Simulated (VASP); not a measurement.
Fe:

```xyz
1
Lattice="-1.4235 1.4235 1.4235 1.4235 -1.4235 1.4235 1.4235 1.4235 -1.4235" Properties=species:S:1:pos:R:3 pbc="T T T"
Fe    0.0000    0.0000    0.0000
```

Base run:

- Program: VASP 6.6.1
- Functional: r2SCAN
- Dispersion: D4
- Potentials or basis: VASP PAW PBE potentials, release 64 (Fe)
- Cutoff: 520 eV
- k mesh: 13 × 13 × 13
- Occupations: fermi-dirac, width 0.05 eV
- Spin: collinear spin, ferromagnetic start
- Starting moments: [3.0] μB

Its results: pressure 2.5 GPa; net moment 2.65 μB per cell; site moments Fe +2.71 μB.

Question: The run is repeated on the same cell with these changes: dispersion from D4 to none. What comes out?

Answer: Pressure 3.9 GPa; net moment 2.65 μB per cell; site moments Fe +2.71 μB.

Dispersion adds attraction, which lowers the pressure at fixed volume and, as a term added to the energy, leaves the levels alone.

Caveats: the PAW data sets were made with another functional, which shifts forces and pressure a little; pairwise dispersion overbinds metals, which lowers pressure and volume (some runs).
